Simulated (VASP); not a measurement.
# HC6 in VASP: a series of runs

HC6 is run at these levels: LDA; tasks: single point.

All numbers are computed with VASP 6.6.1; they aren't measurements. Logs are shortened: lines on timing, memory, paths and dates and some standing lists are left out, and cuts for length are marked.

## (1) The cell of the first run

The cell holds a wire or tube with vacuum around it, 14 atoms: a = 4.890 Å, b = 8.870 Å, c = 22.747 Å, α = 90.00°, β = 90.00°, γ = 97.92°.

## (2) Single point, LDA

File INCAR:

```
  ALGO = Normal
  DIPOL = 0.5 0.5 0.303
  EDIFF = 1E-6
  ENCUT = 520
  GGA = CA
  IDIPOL = 3
  ISIF = 2
  ISMEAR = 0
  LASPH = T
  LCHARG = F
  LDIPOL = T
  LREAL = F
  LWAVE = F
  NBANDS = 38
  NELM = 100
  PREC = Accurate
  SIGMA = 0.1
```

File KPOINTS:

```
k-points
0
Gamma
  6 3 1
```

File POSCAR:

```
HC6
1.0
    4.8895256614      0.0000000000      0.0000000000
   -1.2223814153      8.7849592876      0.0000000000
    0.0000000000      0.0000000000     22.7474729025
C H
12 2
Direct
    0.0193612757      0.0774451030      0.1758437088
    0.5193612758      0.0774451030      0.1758437088
    0.2742015947      0.0968063788      0.2059542860
    0.7742015947      0.0968063788      0.2059542860
    0.2838822326      0.1355289303      0.2661754406
    0.7838822326      0.1355289303      0.2661754406
    0.0386279421      0.1545151615      0.2955067254
    0.5386279421      0.1545151615      0.2955067254
    0.0488684834      0.1954807970      0.3583587359
    0.5488684834      0.1954807970      0.3583587359
    0.3031723044      0.2126952264      0.3845470194
    0.8031723044      0.2126952264      0.3845470194
    0.0488684834      0.0694885815      0.4324644300
    0.0488684834      0.3214730126      0.4324644300
```

Potentials or basis: VASP PAW LDA potentials, release 64 (C, H).

Launch:

```
$ cat potpaw_LDA.64/C/POTCAR potpaw_LDA.64/H/POTCAR > POTCAR
$ mpirun -np 1 vasp_std > vasp.out
```

OUTCAR:

```text
EDIFF = 1E-6
   ENCUT = 520
   GGA = CA
   ISIF = 2
   ISMEAR = 0
   LASPH = T
   LREAL = F
   NELM = 100
   PREC = Accurate

 ion  position               nearest neighbor table
   1  0.019  0.077  0.176-   4 1.41   3 1.41
   2  0.519  0.077  0.176-   4 1.41   3 1.41
   3  0.274  0.097  0.206-   2 1.41   1 1.41   5 1.41
   4  0.774  0.097  0.206-   1 1.41   2 1.41   6 1.41
   5  0.284  0.136  0.266-   8 1.40   7 1.40   3 1.41
   6  0.784  0.136  0.266-   7 1.40   8 1.40   4 1.41
   7  0.039  0.155  0.296-   6 1.40   5 1.40   9 1.47
   8  0.539  0.155  0.296-   5 1.40   6 1.40  10 1.47
   9  0.049  0.195  0.358-  12 1.37  11 1.37   7 1.47
  10  0.549  0.195  0.358-  11 1.37  12 1.37   8 1.47
  11  0.303  0.213  0.385-  10 1.37   9 1.37
  12  0.803  0.213  0.385-   9 1.37  10 1.37
  13  0.049  0.069  0.432-
  14  0.049  0.321  0.432-

  LATTYP: Found a simple monoclinic cell.
 ALAT       =     4.8895256614
 B/A-ratio  =     4.6522862293
 C/A-ratio  =     1.8139991911
 COS(beta)  =    -0.1378170405

  Lattice vectors:

 A1 = (   4.8895256614,   0.0000000000,   0.0000000000)
 A2 = (   0.0000000000,   0.0000000000, -22.7474729025)
 A3 = (  -1.2223814153,   8.7849592876,   0.0000000000)

Analysis of symmetry for initial positions (statically):
=====================================================================
 Subroutine PRICEL returns:
 Original cell was already a primitive cell.

 Routine SETGRP: Setting up the symmetry group for a
 simple monoclinic supercell.

 Subroutine GETGRP returns: Found  1 space group operations
 (whereof  1 operations were pure point group operations)
 out of a pool of  4 trial point group operations.

The static configuration has the point symmetry C_1 .

Analysis of symmetry for dynamics (positions and initial velocities):
=====================================================================
 Subroutine PRICEL returns:
 Original cell was already a primitive cell.

 Routine SETGRP: Setting up the symmetry group for a
 simple monoclinic supercell.

 Subroutine GETGRP returns: Found  1 space group operations
 (whereof  1 operations were pure point group operations)
 out of a pool of  4 trial point group operations.

The dynamic configuration has the point symmetry C_1 .

 Subroutine INISYM returns: Found  1 space group operations
 (whereof  1 operations are pure point group operations),
 and found     1 'primitive' translations

----------------------------------------------------------------------------------------

                                     Primitive cell

  volume of cell :     977.1014

  direct lattice vectors                    reciprocal lattice vectors
     4.889525661  0.000000000  0.000000000     0.204518816  0.028457730  0.000000000
    -1.222381415  8.784959288  0.000000000     0.000000000  0.113830920  0.000000000
     0.000000000  0.000000000 22.747472903     0.000000000  0.000000000  0.043960927

  length of vectors
     4.889525661  8.869595594 22.747472903     0.206489197  0.113830920  0.043960927

  position of ions in fractional coordinates (direct lattice)
     0.019361276  0.077445103  0.175843709
     0.519361276  0.077445103  0.175843709
     0.274201595  0.096806379  0.205954286
     0.774201595  0.096806379  0.205954286
     0.283882233  0.135528930  0.266175441
     0.783882233  0.135528930  0.266175441
     0.038627942  0.154515162  0.295506725
     0.538627942  0.154515162  0.295506725
     0.048868483  0.195480797  0.358358736
     0.548868483  0.195480797  0.358358736
     0.303172304  0.212695226  0.384547019
     0.803172304  0.212695226  0.384547019
     0.048868483  0.069488582  0.432464430
     0.048868483  0.321473013  0.432464430

  ion indices of the primitive-cell ions
   primitive index   ion index
                 1           1
                 2           2
                 3           3
                 4           4
                 5           5
                 6           6
                 7           7
                 8           8
                 9           9
                10          10
                11          11
                12          12
                13          13
                14          14

----------------------------------------------------------------------------------------

 KPOINTS: k-points

Automatic generation of k-mesh.
 Grid dimensions read from file:
 generate k-points for:    6    3    1

 Generating k-lattice:

  Cartesian coordinates                     Fractional coordinates (reciprocal lattice)
     0.034086469  0.004742955  0.000000000     0.166666667  0.000000000  0.000000000
     0.000000000  0.037943640  0.000000000     0.000000000  0.333333333  0.000000000
     0.000000000  0.000000000  0.043960927     0.000000000  0.000000000  1.000000000

  Length of vectors
     0.034414866  0.037943640  0.043960927

  Shift w.r.t. Gamma in fractional coordinates (k-lattice)
     0.000000000  0.000000000  0.000000000

 Subroutine IBZKPT returns following result:
 ===========================================

 Found     10 irreducible k-points:

 Following reciprocal coordinates:
            Coordinates               Weight
  0.000000  0.000000  0.000000      1.000000
  0.166667  0.000000  0.000000      2.000000
  0.333333  0.000000  0.000000      2.000000
  0.500000  0.000000  0.000000      1.000000
  0.000000  0.333333  0.000000      2.000000
  0.166667  0.333333  0.000000      2.000000
  0.333333  0.333333  0.000000      2.000000
  0.500000  0.333333  0.000000      2.000000
 -0.333333  0.333333  0.000000      2.000000
 -0.166667  0.333333  0.000000      2.000000
   k-points           NKPTS =     10   k-points in BZ     NKDIM =     10   number of bands    NBANDS=     38
   number of dos      NEDOS =    301   number of ions     NIONS =     14
   total plane-waves  NPLWV = 453600
   dimension x,y,z NGX =    36 NGY =   70 NGZ =  180
   dimension x,y,z NGXF=    72 NGYF=  140 NGZF=  360
   ions per type =              12   2
   NGX,Y,Z   is equivalent  to a cutoff of  12.24, 13.12, 13.15 a.u.
   NGXF,Y,Z  is equivalent  to a cutoff of  24.48, 26.24, 26.31 a.u.
 SYSTEM =  unknown system
   PREC   = accura    normal or accurate (medium, high low for compatibility)
   ISTART =      0    job   : 0-new  1-cont  2-samecut
   ICHARG =      2    charge: 1-file 2-atom 10-const
   ISPIN  =      1    spin polarized calculation?
   LNONCOLLINEAR =      F non collinear calculations
   LSORBIT =      F    spin-orbit coupling
   LASPH  =      T    aspherical Exc in radial PAW
   ENCUT  =  520.0 eV  38.22 Ry    6.18 a.u.   9.09 16.49 42.30*2*pi/ulx,y,z
   NELM   =    100;   NELMIN=  2; NELMDL= -5     # of ELM steps
   EDIFF  = 0.1E-05   stopping-criterion for ELM
   LREAL  =      F    real-space projection
   EDIFFG = 0.1E-04   stopping-criterion for IOM
   NSW    =      0    number of steps for IOM
   IBRION =     -1    ionic relax: 0-MD 1-quasi-New 2-CG
   NFREE  =      0    steps in history (QN), initial steepest desc. (CG)
   ISIF   =      2    stress and relaxation
   ISYM   =      2    0-nonsym 1-usesym 2-fastsym
   POTIM  = 0.5000    time-step for ionic-motion
   TEBEG  =    0.0;   TEEND  =   0.0 temperature during run
   PSTRESS=    0.0 pullay stress
   NELECT =      50.0000    total number of electrons
   NUPDOWN=      -1.0000    fix difference up-down
   EMIN   =  10.00;   EMAX   =-10.00  energy-range for DOS
   EFERMI =   0.00;   METHOD = LEGACY
   ISMEAR =     0;   SIGMA  =   0.10  broadening in eV -4-tet -1-fermi 0-gaus
   EFERMI_NEDOS =   21; number of points for ismear=-14 and -15
   IALGO  =     38    algorithm
   IMIX   =      4    mixing-type and parameters
     AMIX     =   0.40;   BMIX     =  1.00
     AMIX_MAG =   1.60;   BMIX_MAG =  1.00
  volume/ion in A,a.u.               =      69.79       470.99
  Fermi-wavevector in a.u.,A,eV,Ry     =   0.607787  1.148551  5.026066  0.369405
  Thomas-Fermi vector in A             =   1.662378
   LORBIT       =      0    0 simple, 1 ext, 2 COOP (PROOUT), +10 PAW based schemes
   GGA     = CA    functional components
   LHFCALC =     F    Hartree Fock is set to
   AEXX    =    0.0000 exact exchange contribution
   IVDW    =     0    specifies the selected vdW correction
   LEPSILON=     F    determine dielectric tensor
   LRPA    =     F    only Hartree local field effects (RPA)
 non-spin polarized calculation
 Gauss-broadening in eV      SIGMA  =   0.10
  energy-cutoff  :      520.00
  volume of cell :      977.10
 maximum number of plane-waves:     26378
   NGX = 19   NGY = 33   NGZ = 85

 dipolmoment           0.000000      0.000000      0.216970 electrons x Angstroem

 number of electron      49.9999997 magnetization

 dipolmoment           0.000000      0.000000     -0.170171 electrons x Angstroem

 Free energy of the ion-electron system (eV)
  ---------------------------------------------------
  ext. energy  EPLUGINS =         0.00000000
  ---------------------------------------------------
  free energy    TOTEN  =      -111.81647481 eV

  energy without entropy =     -111.74750294  energy(sigma->0) =     -111.78198888

 E-fermi :  -4.6314     XC(G=0):  -1.9666

 val. band max:       -4.6523929450   @ k =   0.5000   0.3333   0.0000
 cond. band min:      -4.5710931885   @ k =   0.3333   0.0000   0.0000
 fundamental gap:      0.0812997565
 Fermi energy:        -4.6313881955

 k-point     1 :       0.0000    0.0000    0.0000
  band No.  band energies     occupation
      1     -23.2790      2.00000
      2     -21.6781      2.00000
      3     -19.2458      2.00000
      4     -19.0698      2.00000
      5     -18.9878      2.00000
      6     -17.5069      2.00000
[... 389 lines left out ...]
     36       1.2779      0.00000
     37       1.7598      0.00000
 [bands above 37 left out]

------------------------ aborting loop because EDIFF is reached ----------------------------------------

 vacuum level on the upper side and lower side of the slab       (xc-potential included)        -0.414         0.298

  FORCE on cell =-STRESS in cart. coord.  units (eV):
  Direction    XX          YY          ZZ          XY          YZ          ZX
  --------------------------------------------------------------------------------------
  -------------------------------------------------------------------------------------
  Total        0.4407163     -3.7098124      1.2150769     -3.4010266      0.6518438     -0.4640143
  in kB        0.7226534     -6.0830711      1.9923917     -5.5767474      1.0688444     -0.7608557
  external PRESSURE =      -1.1226753 kB  Pullay stress =       0.0000000 kB

 VOLUME and BASIS-vectors are now :
 -----------------------------------------------------------------------------
  energy-cutoff  :      520.00
  volume of cell :      977.10
      direct lattice vectors                 reciprocal lattice vectors
     4.889525661  0.000000000  0.000000000     0.204518816  0.028457730  0.000000000
    -1.222381415  8.784959288  0.000000000     0.000000000  0.113830920  0.000000000
     0.000000000  0.000000000 22.747472903     0.000000000  0.000000000  0.043960927

 POSITION                                       TOTAL-FORCE (eV/Angst)
 -----------------------------------------------------------------------------------
     -0.00000      0.68035      4.00000         0.016767      0.484006      2.078458
      2.44476      0.68035      4.00000         0.008160      0.593978      1.988391
      1.22238      0.85044      4.68494         0.066346     -0.828853     -3.332783
      3.66714      0.85044      4.68494        -0.093785     -0.981336     -3.493102
      1.22238      1.19062      6.05482         0.212185      0.159843      1.016039
      3.66714      1.19062      6.05482        -0.190853      0.339190      1.117713
     -0.00000      1.35741      6.72203         0.007782      0.478484      0.957181
      2.44476      1.35741      6.72203        -0.017827      0.118934      0.416582
     -0.00001      1.71729      8.15176        -0.187580     -1.365003     -4.078989
      2.44475      1.71729      8.15176         0.245654     -0.325090     -1.260448
      1.22237      1.86852      8.74747        -1.017259     -0.698590      3.128341
      3.66714      1.86852      8.74747         1.303334      2.052079      3.057176
      0.15400      0.61045      9.83747         1.374994      1.704210     -0.628080
     -0.15402      2.82413      9.83747        -1.727918     -1.731852     -0.966480
 -----------------------------------------------------------------------------------
    total drift:                                0.000571      0.000415     -0.000185

  FREE ENERGIE OF THE ION-ELECTRON SYSTEM (eV)
  ---------------------------------------------------
  free  energy   TOTEN  =      -111.8164748139 eV

  energy  without entropy=     -111.7475029403  energy(sigma->0) =     -111.78198888

 vacuum level on the upper side and lower side of the slab         0.859         1.579
```

Wall time 8.8 min (1 thread of Intel Xeon 6975P-C (Granite Rapids), shared host); peak memory 0.78 GiB.

Results:

| Item | Value |
| --- | --- |
| Free energy | -111.8165 eV |
| Largest force | 4.305 eV/Å |

Forces in eV/Å, atoms in the order of the input:
```
C    0.017  0.484  2.078
C    0.008  0.594  1.988
C    0.066 -0.829 -3.333
C   -0.094 -0.981 -3.493
C    0.212  0.160  1.016
C   -0.191  0.339  1.118
C    0.008  0.478  0.957
C   -0.018  0.119  0.417
C   -0.188 -1.365 -4.079
C    0.246 -0.325 -1.260
C   -1.017 -0.699  3.128
C    1.303  2.052  3.057
H    1.375  1.704 -0.628
H   -1.728 -1.732 -0.966
```

Levels at points of the mesh, in eV from the Fermi level:
```csv
k point,band 21,band 22,band 23,band 24,band 25,band 26,band 27,band 28,band 29,band 30
"(0.00, 0.00, 0.00)",-2.21,-2.11,-0.96,-0.26,-0.04,0.15,0.31,0.87,2.48,2.81
"(0.50, 0.00, 0.00)",-2.17,-2.10,-1.74,-0.51,-0.05,-0.02,0.82,2.65,2.95,3.31
```

(Continued in part 2 of 2.)
